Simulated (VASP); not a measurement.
# Os (Fm-3m) in VASP: notebook

Runs on Os. Level: revPBE. Tasks: single point.

Everything below comes from runs of VASP 6.6.1. Logs are shortened: lines on timing, memory, paths and dates and some standing lists are left out, and cuts for length are marked.

### Step 1. The cell of the first run

Symmetry: Fm-3m, No. 225, cubic system. The conventional cell has a = 3.815 Å, b = 3.815 Å, c = 3.815 Å, α = 90.00°, β = 90.00°, γ = 90.00°. Within 3.6 Å of Os (site symmetry m-3m) lie 12 Os at 2.70 Å.

### Step 2. Single point, revPBE (volume scaled by 0.96)

File INCAR:

```
SYSTEM = Os
ALGO = Normal
EDIFF = 1E-6
ENCUT = 520
GGA = RE
ISIF = 2
ISMEAR = -1
LASPH = .TRUE.
LCHARG = .FALSE.
LREAL = .FALSE.
LWAVE = .FALSE.
NBANDS = 10
NELM = 60
PREC = Accurate
SIGMA = 0.1
```

File KPOINTS:

```
k-points
0
G
  16 16 16
  0 0 0
```

File POSCAR:

```
Os
1.0
    0.0000000000      1.9073631197      1.9073631197
    1.9073631197      0.0000000000      1.9073631197
    1.9073631197      1.9073631197      0.0000000000
Os
1
Direct
    0.0000000000      0.0000000000      0.0000000000
```

Potentials or basis: VASP PAW PBE potentials, release 64 (Os).

The run is started by

```bash
cat potpaw_PBE.64/Os/POTCAR > POTCAR
mpirun -np 1 vasp_std > vasp.out
```

OUTCAR:

```text
SYSTEM = Os
   EDIFF = 1E-6
   ENCUT = 520
   GGA = RE
   ISIF = 2
   ISMEAR = -1
   LASPH = .TRUE.
   LREAL = .FALSE.
   NELM = 60
   PREC = Accurate

 ion  position               nearest neighbor table
   1  0.000  0.000  0.000-

  LATTYP: Found a face centered cubic cell.
 ALAT       =     3.8147262394

  Lattice vectors:

 A1 = (   0.0000000000,   1.9073631197,   1.9073631197)
 A2 = (   1.9073631197,   0.0000000000,   1.9073631197)
 A3 = (   1.9073631197,   1.9073631197,   0.0000000000)

Analysis of symmetry for initial positions (statically):
=====================================================================
 Subroutine PRICEL returns:
 Original cell was already a primitive cell.

 Routine SETGRP: Setting up the symmetry group for a
 face centered cubic supercell.

 Subroutine GETGRP returns: Found 48 space group operations
 (whereof 48 operations were pure point group operations)
 out of a pool of 48 trial point group operations.

The static configuration has the point symmetry O_h .

Analysis of symmetry for dynamics (positions and initial velocities):
=====================================================================
 Subroutine PRICEL returns:
 Original cell was already a primitive cell.

 Routine SETGRP: Setting up the symmetry group for a
 face centered cubic supercell.

 Subroutine GETGRP returns: Found 48 space group operations
 (whereof 48 operations were pure point group operations)
 out of a pool of 48 trial point group operations.

The dynamic configuration has the point symmetry O_h .

 Subroutine INISYM returns: Found 48 space group operations
 (whereof 48 operations are pure point group operations),
 and found     1 'primitive' translations

----------------------------------------------------------------------------------------

                                     Primitive cell

  volume of cell :      13.8781

  direct lattice vectors                    reciprocal lattice vectors
     0.000000000  1.907363120  1.907363120    -0.262142009  0.262142009  0.262142009
     1.907363120  0.000000000  1.907363120     0.262142009 -0.262142009  0.262142009
     1.907363120  1.907363120  0.000000000     0.262142009  0.262142009 -0.262142009

  length of vectors
     2.697418792  2.697418792  2.697418792     0.454043278  0.454043278  0.454043278

  position of ions in fractional coordinates (direct lattice)
     0.000000000  0.000000000  0.000000000

  ion indices of the primitive-cell ions
   primitive index   ion index
                 1           1

----------------------------------------------------------------------------------------

 KPOINTS: k-points

Automatic generation of k-mesh.
 Grid dimensions read from file:
 generate k-points for:   16   16   16

 Generating k-lattice:

  Cartesian coordinates                     Fractional coordinates (reciprocal lattice)
    -0.016383876  0.016383876  0.016383876     0.062500000  0.000000000  0.000000000
     0.016383876 -0.016383876  0.016383876     0.000000000  0.062500000  0.000000000
     0.016383876  0.016383876 -0.016383876     0.000000000  0.000000000  0.062500000

  Length of vectors
     0.028377705  0.028377705  0.028377705

  Shift w.r.t. Gamma in fractional coordinates (k-lattice)
     0.000000000  0.000000000  0.000000000

 Subroutine IBZKPT returns following result:
 ===========================================

 Found    145 irreducible k-points:

 Following reciprocal coordinates:
            Coordinates               Weight
  0.000000  0.000000  0.000000      1.000000
  0.062500  0.000000  0.000000      8.000000
  0.125000  0.000000  0.000000      8.000000
  0.187500  0.000000  0.000000      8.000000
  0.250000  0.000000  0.000000      8.000000
  0.312500  0.000000  0.000000      8.000000
[... 16 lines left out ...]
 -0.125000  0.062500  0.000000     24.000000
 -0.062500  0.062500  0.000000     12.000000
 [... further k-points ...]
   k-points           NKPTS =    145   k-points in BZ     NKDIM =    145   number of bands    NBANDS=     10
   number of dos      NEDOS =    301   number of ions     NIONS =      1
   total plane-waves  NPLWV =   8000
   dimension x,y,z NGX =    20 NGY =   20 NGZ =   20
   dimension x,y,z NGXF=    40 NGYF=   40 NGZF=   40
   ions per type =               1
   NGX,Y,Z   is equivalent  to a cutoff of  12.33, 12.33, 12.33 a.u.
   NGXF,Y,Z  is equivalent  to a cutoff of  24.65, 24.65, 24.65 a.u.
 SYSTEM =  Os
   PREC   = accura    normal or accurate (medium, high low for compatibility)
   ISTART =      0    job   : 0-new  1-cont  2-samecut
   ICHARG =      2    charge: 1-file 2-atom 10-const
   ISPIN  =      1    spin polarized calculation?
   LNONCOLLINEAR =      F non collinear calculations
   LSORBIT =      F    spin-orbit coupling
   LASPH  =      T    aspherical Exc in radial PAW
   ENCUT  =  520.0 eV  38.22 Ry    6.18 a.u.   5.02  5.02  5.02*2*pi/ulx,y,z
   NELM   =     60;   NELMIN=  2; NELMDL= -5     # of ELM steps
   EDIFF  = 0.1E-05   stopping-criterion for ELM
   LREAL  =      F    real-space projection
   EDIFFG = 0.1E-04   stopping-criterion for IOM
   NSW    =      0    number of steps for IOM
   IBRION =     -1    ionic relax: 0-MD 1-quasi-New 2-CG
   NFREE  =      0    steps in history (QN), initial steepest desc. (CG)
   ISIF   =      2    stress and relaxation
   ISYM   =      2    0-nonsym 1-usesym 2-fastsym
   POTIM  = 0.5000    time-step for ionic-motion
   TEBEG  =    0.0;   TEEND  =   0.0 temperature during run
   PSTRESS=    0.0 pullay stress
   NELECT =       8.0000    total number of electrons
   NUPDOWN=      -1.0000    fix difference up-down
   EMIN   =  10.00;   EMAX   =-10.00  energy-range for DOS
   EFERMI =   0.00;   METHOD = LEGACY
   ISMEAR =    -1;   SIGMA  =   0.10  broadening in eV -4-tet -1-fermi 0-gaus
   EFERMI_NEDOS =   21; number of points for ismear=-14 and -15
   IALGO  =     38    algorithm
   IMIX   =      4    mixing-type and parameters
     AMIX     =   0.40;   BMIX     =  1.00
     AMIX_MAG =   1.60;   BMIX_MAG =  1.00
  volume/ion in A,a.u.               =      13.88        93.65
  Fermi-wavevector in a.u.,A,eV,Ry     =   1.362474  2.574702 25.256964  1.856334
  Thomas-Fermi vector in A             =   2.488960
   LORBIT       =      0    0 simple, 1 ext, 2 COOP (PROOUT), +10 PAW based schemes
   GGA     = RE    functional components
   LHFCALC =     F    Hartree Fock is set to
   AEXX    =    0.0000 exact exchange contribution
   IVDW    =     0    specifies the selected vdW correction
   LEPSILON=     F    determine dielectric tensor
   LRPA    =     F    only Hartree local field effects (RPA)
 non-spin polarized calculation
  energy-cutoff  :      520.00
  volume of cell :       13.88
 maximum number of plane-waves:       388
   NGX =  9   NGY =  9   NGZ =  9

 number of electron       7.9999999 magnetization

 Free energy of the ion-electron system (eV)
  ---------------------------------------------------
  ext. energy  EPLUGINS =         0.00000000
  ---------------------------------------------------
  free energy    TOTEN  =       -10.57872802 eV

  energy without entropy =      -10.55305269  energy(sigma->0) =      -10.56589036

 E-fermi :   9.5701     XC(G=0): -14.0826

 val. band max:        9.5592867107   @ k =   0.4375   0.3125   0.1250
 cond. band min:       9.5743031137   @ k =   0.0000   0.0000   0.0000
 fundamental gap:      0.0150164030
 Fermi energy:         9.5700935210

 k-point     1 :       0.0000    0.0000    0.0000
  band No.  band energies     occupation
      1      -1.3676      2.00000
      2       6.4849      2.00000
      3       6.4849      2.00000
      4       6.4849      2.00000
      5       9.5743      0.97896
      6       9.5743      0.97895
      7      23.7349      0.00000
      8      29.6230      0.00000
      9      29.6230      0.00000
     10      29.6230      0.00000

 k-point     2 :       0.0625    0.0000    0.0000
  band No.  band energies     occupation
      1      -1.1827      2.00000
      2       6.3711      2.00000
      3       6.5694      2.00000
      4       6.5694      2.00000
      5       9.5119      1.28306
      6       9.5119      1.28306
      7      24.0820      0.00000
      8      28.6907      0.00000
      9      29.9528      0.00000
     10      29.9528      0.00000

 k-point     3 :       0.1250    0.0000    0.0000
  band No.  band energies     occupation
      1      -0.6546      2.00000
      2       6.0929      2.00000
      3       6.7804      2.00000
      4       6.7804      2.00000
      5       9.3885      1.72012
      6       9.3885      1.72012
      7      24.9974      0.00000
      8      27.0736      0.00000
      9      30.9067      0.00000
     10      30.9067      0.00000

 k-point     4 :       0.1875    0.0000    0.0000
  band No.  band energies     occupation
      1       0.1228      2.00000
      2       5.8201      2.00000
      3       6.9726      2.00000
      4       6.9726      2.00000
      5       9.3950      1.70410
      6       9.3950      1.70410
      7      25.1175      0.00000
      8      26.5785      0.00000
      9      32.3884      0.00000
     10      32.3884      0.00000
[... 222 lines left out ...]
 k-point    22 :      -0.1875    0.0625    0.0000
  band No.  band energies     occupation
      1       0.5599      2.00000
      2       5.6267      2.00000
      3       7.0171      2.00000
      4       7.1249      2.00000
      5       8.9573      1.99565
      6       9.9922      0.02895
      7      24.8931      0.00000
      8      27.0617      0.00000
      9      31.6586      0.00000
     10      33.9822      0.00000

 k-point    23 :      -0.1250    0.0625    0.0000
  band No.  band energies     occupation
      1      -0.2618      2.00000
      2       5.8595      2.00000
      3       6.9369      2.00000
      4       6.9537      2.00000
      5       8.9878      1.99410
      6       9.6860      0.47763
      7      25.6288      0.00000
      8      26.5945      0.00000
      9      30.5404      0.00000
     10      32.1446      0.00000

 k-point    24 :      -0.0625    0.0625    0.0000
  band No.  band energies     occupation
      1      -0.8821      2.00000
      2       6.1701      2.00000
      3       6.6873      2.00000
      4       6.7449      2.00000
      5       9.2559      1.91720
      6       9.5954      0.87393
      7      24.6322      0.00000
      8      27.8843      0.00000
      9      29.9062      0.00000
     10      30.7669      0.00000

 [... further k-points ...]

------------------------ aborting loop because EDIFF is reached ----------------------------------------

  FORCE on cell =-STRESS in cart. coord.  units (eV):
  Direction    XX          YY          ZZ          XY          YZ          ZX
  --------------------------------------------------------------------------------------
  -------------------------------------------------------------------------------------
  Total        1.4543658      1.4543658      1.4543658      0.0000000      0.0000000      0.0000000
  in kB      167.9013132    167.9013132    167.9013132      0.0000000      0.0000000      0.0000000
  external PRESSURE =     167.9013132 kB  Pullay stress =       0.0000000 kB

 VOLUME and BASIS-vectors are now :
 -----------------------------------------------------------------------------
  energy-cutoff  :      520.00
  volume of cell :       13.88
      direct lattice vectors                 reciprocal lattice vectors
     0.000000000  1.907363120  1.907363120    -0.262142009  0.262142009  0.262142009
     1.907363120  0.000000000  1.907363120     0.262142009 -0.262142009  0.262142009
     1.907363120  1.907363120  0.000000000     0.262142009  0.262142009 -0.262142009

 POSITION                                       TOTAL-FORCE (eV/Angst)
 -----------------------------------------------------------------------------------
      0.00000      0.00000      0.00000         0.000000      0.000000     -0.000000
 -----------------------------------------------------------------------------------
    total drift:                                0.000000      0.000000     -0.000000

  FREE ENERGIE OF THE ION-ELECTRON SYSTEM (eV)
  ---------------------------------------------------
  free  energy   TOTEN  =       -10.5787280246 eV

  energy  without entropy=      -10.5530526877  energy(sigma->0) =      -10.56589036
```

Run time: 11 s. Hardware: 1 thread of Intel Xeon Platinum 8488C (Sapphire Rapids), shared host; peak memory 0.14 GiB.

What came out:

```yaml
Free_energy: -10.5787 eV
Pressure: 16.8 GPa
Band_gap_on_the_k_mesh: zero (band 4 reaches 11.98 eV, above the bottom of band 5 at 7.83 eV)
```

Levels at points of the mesh, in eV from the Fermi level:
```csv
k point,band 2,band 3,band 4,band 5,band 6,band 7
"(0.00, 0.00, 0.00)",-3.09,-3.09,-3.09,0.00,0.00,14.16
"(0.50, 0.00, 0.00)",-3.25,-3.25,-0.27,2.45,2.45,9.10
"(0.50, 0.50, 0.00)",-7.02,2.33,2.41,3.16,3.16,12.30
```

Caveat: the cell differs from its parent crystal (volume scaled by 0.96); the PAW data sets were made with another functional, which shifts forces and pressure a little; spin-orbit coupling is left out, which moves the levels of the heavy elements.

### Step 3. Single point, revPBE

This run uses another cell than the first one, of 14.46 Å³/atom, 1.042 times its volume.

File INCAR:

```
SYSTEM = Os
PREC     = Accurate       ! precision mode
ENCUT    = 520            ! plane-wave cutoff, eV
EDIFF    = 1E-6           ! SCF threshold, eV
ISMEAR   = -1             ! smearing method
SIGMA    = 0.1            ! smearing width, eV
LREAL    = .False.        ! projectors in reciprocal space
LASPH    = .True.         ! aspherical terms in the spheres
NELM     = 60             ! most SCF steps
ALGO     = Normal         ! electronic algorithm
ISIF     = 2              ! what is computed and relaxed
LWAVE    = .False.        ! write WAVECAR
LCHARG   = .True.         ! write CHGCAR
GGA      = RE             ! functional
LELF     = .True.         ! ELF
LVHAR    = .True.       
NBANDS   = 10             ! bands
```

File KPOINTS:

```
regular mesh
0
Gamma
  16 16 16
  0 0 0
```

File POSCAR:

```
Os
1.0
    0.0000000000      1.9334946288      1.9334946288
    1.9334946288      0.0000000000      1.9334946288
    1.9334946288      1.9334946288      0.0000000000
Os
1
Direct
    0.0000000000      0.0000000000      0.0000000000
```

Potentials or basis: VASP PAW PBE potentials, release 64 (Os).

The run is started by

```bash
cat potpaw_PBE.64/Os/POTCAR > POTCAR
mpirun -np 1 vasp_std > vasp.out
```

OUTCAR:

```text
SYSTEM = Os
   PREC = Accurate
   ENCUT = 520
   EDIFF = 1E-6
   ISMEAR = -1
   LREAL = .False.
   LASPH = .True.
   NELM = 60
   ISIF = 2
   GGA = RE

 ion  position               nearest neighbor table
   1  0.000  0.000  0.000-

  LATTYP: Found a face centered cubic cell.
 ALAT       =     3.8669892576

  Lattice vectors:

 A1 = (   0.0000000000,   1.9334946288,   1.9334946288)
 A2 = (   1.9334946288,   0.0000000000,   1.9334946288)
[... 490 lines left out ...]
     10      29.8838      0.00000

 [... further k-points ...]

------------------------ aborting loop because EDIFF is reached ----------------------------------------

  FORCE on cell =-STRESS in cart. coord.  units (eV):
  Direction    XX          YY          ZZ          XY          YZ          ZX
  --------------------------------------------------------------------------------------
  -------------------------------------------------------------------------------------
  Total       -0.0496066     -0.0496066     -0.0496066      0.0000000      0.0000000      0.0000000
  in kB       -5.4978265     -5.4978265     -5.4978265      0.0000000      0.0000000      0.0000000
  external PRESSURE =      -5.4978265 kB  Pullay stress =       0.0000000 kB

 VOLUME and BASIS-vectors are now :
 -----------------------------------------------------------------------------
  energy-cutoff  :      520.00
  volume of cell :       14.46
      direct lattice vectors                 reciprocal lattice vectors
     0.000000000  1.933494629  1.933494629    -0.258599115  0.258599115  0.258599115
     1.933494629  0.000000000  1.933494629     0.258599115 -0.258599115  0.258599115
     1.933494629  1.933494629  0.000000000     0.258599115  0.258599115 -0.258599115

 POSITION                                       TOTAL-FORCE (eV/Angst)
 -----------------------------------------------------------------------------------
      0.00000      0.00000      0.00000         0.000000      0.000000      0.000000
 -----------------------------------------------------------------------------------
    total drift:                                0.000000      0.000000     -0.000000

  FREE ENERGIE OF THE ION-ELECTRON SYSTEM (eV)
  ---------------------------------------------------
  free  energy   TOTEN  =       -10.6072863649 eV

  energy  without entropy=      -10.5797833201  energy(sigma->0) =      -10.59353484
```

OSZICAR:

```text
N       E                     dE             d eps       ncg     rms          rms(c)
DAV:   1     0.356162254701E+02    0.35616E+02   -0.41983E+03  2980   0.739E+02
DAV:   2    -0.101737995723E+02   -0.45790E+02   -0.42173E+02  2990   0.196E+02
DAV:   3    -0.112857629270E+02   -0.11120E+01   -0.11062E+01  3472   0.287E+01
DAV:   4    -0.112885387458E+02   -0.27758E-02   -0.27755E-02  3122   0.159E+00
DAV:   5    -0.112885487586E+02   -0.10013E-04   -0.10013E-04  3234   0.886E-02    0.149E+01
DAV:   6    -0.107634182660E+02    0.52513E+00   -0.58194E-01  3494   0.597E+00    0.672E+00
DAV:   7    -0.106110012675E+02    0.15242E+00   -0.42656E-01  3574   0.487E+00    0.357E-01
DAV:   8    -0.106089471744E+02    0.20541E-02   -0.21054E-03  3000   0.382E-01    0.315E-01
DAV:   9    -0.106073104675E+02    0.16367E-02   -0.10654E-03  3210   0.352E-01    0.253E-02
DAV:  10    -0.106072935367E+02    0.16931E-04   -0.20777E-05  3150   0.315E-02    0.731E-03
DAV:  11    -0.106072865993E+02    0.69374E-05   -0.15598E-06  2804   0.185E-02    0.351E-03
DAV:  12    -0.106072863649E+02    0.23440E-06   -0.11876E-08  1532   0.101E-03
   1 F= -.10607286E+02 E0= -.10593535E+02  d E =-.275030E-01
```

It took 11 s on 1 thread of Intel Xeon Platinum 8488C (Sapphire Rapids), shared host; peak memory 0.14 GiB.

What came out:

```yaml
Free_energy: -10.6073 eV
Pressure: -0.5 GPa
Band_gap_on_the_k_mesh: zero (band 4 reaches 11.20 eV, above the bottom of band 5 at 7.33 eV)
```

Caveat: the PAW data sets were made with another functional, which shifts forces and pressure a little; spin-orbit coupling is left out, which moves the levels of the heavy elements.

### Step 4. Single point, revPBE (volume scaled by 1.04)

File INCAR:

```
PREC = Accurate
ENCUT = 520
EDIFF = 1E-6
ISMEAR = -1
SIGMA = 0.1
LREAL = False
LASPH = True
NELM = 80
ALGO = Normal
ISIF = 2
LWAVE = False
LCHARG = False
GGA = RE
NBANDS = 10
```

File KPOINTS:

```
Automatic mesh
0
Gamma
  16 16 16
```

File POSCAR:

```
Os
1.0
    0.0000000000      1.9589382654      1.9589382654
    1.9589382654      0.0000000000      1.9589382654
    1.9589382654      1.9589382654      0.0000000000
Os
1
Direct
    0.0000000000      0.0000000000      0.0000000000
```

The run is started by

```bash
cat potpaw_PBE.64/Os/POTCAR > POTCAR
mpirun -np 1 vasp_std > vasp.out
```

Wall time 14 s (1 thread of Intel Xeon Platinum 8488C (Sapphire Rapids), shared host); peak memory 0.15 GiB.

The run converged. Its results:

```yaml
Free_energy: -10.5802 eV
Pressure: -14.2 GPa
Band_gap_on_the_k_mesh: zero (band 4 reaches 10.56 eV, above the bottom of band 5 at 6.86 eV)
```

Levels at points of the mesh, in eV from the Fermi level:
```
           k point  band 1  band 2  band 3  band 4  band 5  band 6  band 7  band 8  band 9
(0.00, 0.00, 0.00)  -10.21   -2.73   -2.73   -2.73   -0.01   -0.01   14.22   19.63   19.63
(0.50, 0.00, 0.00)   -7.09   -2.87   -2.87   -0.22    2.14    2.14    8.10   13.75   19.61
(0.50, 0.50, 0.00)   -6.91   -6.25    2.10    2.17    2.75    2.75   11.13   11.78   11.78
```

Caveat: the cell differs from its parent crystal (volume scaled by 1.04); the PAW data sets were made with another functional, which shifts forces and pressure a little; spin-orbit coupling is left out, which moves the levels of the heavy elements.

(Part 1 of 3 ends here.)
